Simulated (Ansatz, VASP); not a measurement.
# AlGaN2: VASP beside Ansatz

The input INCAR:

```
SYSTEM = AlGaN2
ALGO = Normal
EDIFF = 1E-6
EDIFFG = -0.01
ENCUT = 520
GGA = CA
IBRION = 2
ISIF = 2
ISMEAR = 0
LASPH = .True.
LCHARG = .False.
LREAL = .False.
LWAVE = .False.
NELM = 100
NSW = 50
PREC = Accurate
SIGMA = 0.05
```

The input KPOINTS:

```
k-points
0
Gamma
  8 8 6
  0 0 0
```

The input POSCAR:

```
AlGaN2
1.0
    3.1561614145      0.0000000000      0.0000000000
    0.0000000000      3.1561614145      0.0000000000
    0.0000000000      0.0000000000      4.4415644818
Al Ga N
1 1 2
Direct
    0.5000000000      0.5000000000      0.5000000000
    0.0000000000      0.0000000000      0.0000000000
    0.5000000000      0.0000000000      0.7400738390
    0.0000000000      0.5000000000      0.2599261610
```

Input for Ansatz:

```yaml
crystal:
  lattice:
    - [3.1561614145, 0.0, 0.0]
    - [0.0, 3.1561614145, 0.0]
    - [0.0, 0.0, 4.4415644818]
  atoms:
    - { symbol: Al, position: [0.5, 0.5, 0.5] }
    - { symbol: Ga, position: [0.0, 0.0, 0.0] }
    - { symbol: "N", position: [0.5, 0.0, 0.740073839] }
    - { symbol: "N", position: [0.0, 0.5, 0.259926161] }
basis:
  ecutwfc: 520.0
kpoints:
  mp_grid: { grid: [8, 8, 6] }
hamiltonian:
  xc: lda
  pseudopotentials: { kind: paw, azcp: { folder: soft_1 } }
scf:
  occupations: { method: gaussian, width: 0.05 }
output:
  forces: true
  stress: true
  eigenvalues: true
relax:
  adjacent_minimum: "off"
  f_tol: 0.01
  max_steps: 30
```

Alike in both runs: task relaxation of the atoms; functional LDA; k mesh 8 × 8 × 6; occupations gaussian, width 0.05 eV; no spin polarisation.

|  | VASP | Ansatz |
| --- | --- | --- |
| version | VASP 6.6.1 | Ansatz 0.2.0 |
| potentials or method | VASP PAW LDA potentials, release 64 (Al, Ga_d, N), cutoff 520 eV | scalar-relativistic, plane waves, PAW |
| valence electrons in the cell | 26 | 26 |

```csv
,VASP,Ansatz,Ansatz less VASP
"gap on the k mesh at the Fermi level, each at its own relaxed structure (eV)",2.78,2.77,-0.007
```

Ansatz warns that its potentials were made for another functional, while VASP's fit it. LDA's correlation is that of Perdew and Zunger in VASP and of Perdew and Wang (1992) in Ansatz. Ansatz's warnings: stress scf threshold loose.
